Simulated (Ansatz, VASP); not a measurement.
# SnSe2: VASP beside Ansatz

```
Sn Se
1.0
     3.84006    0.00000    0.00000
    -1.92003    3.32559    0.00000
     0.00000    0.00000    6.00973
Sn Se
1 2
Direct
  0.00000 0.00000 0.00000
  0.33333 0.66667 0.26514
  0.66667 0.33333 0.73486
```

Alike in both runs: functional PBE; dispersion D3(BJ); k mesh 12 × 12 × 6; occupations gaussian, width 0.02 eV; no spin polarisation.

Ansatz relaxed the structure, and its values are those at the end. VASP's run is a single point on that final structure, the one shown.

```csv
,VASP,Ansatz
version,VASP 6.6.1,Ansatz 0.2.0
potentials or method,"VASP PAW PBE potentials, release 64 (Sn_d, Se), cutoff 520 eV","scalar-relativistic, plane waves, PAW"
valence electrons in the cell,26,46
```

Ansatz gave:

- gap on the k mesh at the Fermi level (eV): 0.35
- least direct gap on the mesh (eV): 0.82
- pressure (GPa): 0.0
- rms of the force components (eV/Å): 0.001

**Question.** What did VASP give for the same quantities?

**Answer.** gap on the k mesh at the Fermi level (eV): 0.34; least direct gap on the mesh (eV): 0.81; pressure (GPa): 0.1; rms of the force components (eV/Å): 0.007.

VASP's potentials hold 26 valence electrons a cell and Ansatz's 46, so a difference there can come from the potentials and not from the codes.
